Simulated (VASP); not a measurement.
Input of a VASP 6.6.1 run:

INCAR

```
ALGO = Normal
EDIFF = 1E-6
ENCUT = 520
GGA = PE
ISIF = 2
ISMEAR = -1
ISPIN = 2
IVDW = 13
LASPH = T
LCHARG = F
LMAXMIX = 4
LORBIT = 11
LREAL = F
LWAVE = F
MAGMOM = 2.8 2.8 2.8 2.8 0 0 0 0
NBANDS = 48
NELM = 150
PREC = Accurate
SIGMA = 0.1
```

File KPOINTS:

```
k-points
0
Gamma
  6 6 6
```

Contents of POSCAR:

```
MnSi
1.0
    4.6661823633      0.0000000000      0.0000000000
    0.0000000000      4.6661823633      0.0000000000
    0.0000000000      0.0000000000      4.6661823633
Mn Si
4 4
Direct
    0.1380000000      0.1380000000      0.1380000000
    0.3620000000      0.8620000000      0.6380000000
    0.6380000000      0.3620000000      0.8620000000
    0.8620000000      0.6380000000      0.3620000000
    0.8460000000      0.8460000000      0.8460000000
    0.6540000000      0.1540000000      0.3460000000
    0.3460000000      0.6540000000      0.1540000000
    0.1540000000      0.3460000000      0.6540000000
```

Potentials or basis: VASP PAW PBE potentials, release 64 (Mn_pv, Si).

The run is started by

```sh
$ cat potpaw_PBE.64/Mn_pv/POTCAR potpaw_PBE.64/Si/POTCAR > POTCAR
$ mpirun -np 1 vasp_std > vasp.out
```

(1) Estimate the net moment.

(2) What does it give for the pressure?

(3) Estimate the largest force.

(4) What does it give for the site moments?

Results:

(1) 5.68 μB per cell.

(2) -19.3 GPa.

(3) 0.277 eV/Å.

(4) Mn +1.54; Si -0.08 μB.

Caveat: pairwise dispersion overbinds metals, which lowers pressure and volume.
